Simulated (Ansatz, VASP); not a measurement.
**Two plane-wave programs on Tl**

```xyz
2
Lattice="3.4560 0.0000 0.0000 -1.7280 2.9930 0.0000 0.0000 0.0000 5.5250" Properties=species:S:1:pos:R:3 pbc="T T T"
Tl    1.7280    0.9977    4.1438
Tl    0.0000    1.9953    1.3813
```

Alike in both runs: functional LDA; k mesh 9 × 9 × 5; occupations fermi-dirac, width 0.05 eV; no spin polarisation.

```csv
,VASP,Ansatz
version,VASP 6.6.1,Ansatz 0.2.0
potentials or method,"VASP PAW LDA potentials, release 64 (Tl_d)",Ansatz PAW
plane-wave cutoff (eV),520,420
valence electrons in the cell,26,26
task,single point,band structure
```

```tsv
	VASP	Ansatz	Ansatz less VASP
gap on the k mesh at the Fermi level (eV)	none	none	-
pressure (GPa)	-1.5	-1.6	-0.05
traceless stress, the component that is largest in VASP (GPa)	0.79	0.75	-0.036
```

LDA's correlation is that of Perdew and Zunger in VASP and of Perdew and Wang (1992) in Ansatz. A gap of «none» marks a metal or a gap that the smearing closes.

Neither program's run includes spin-orbit coupling.
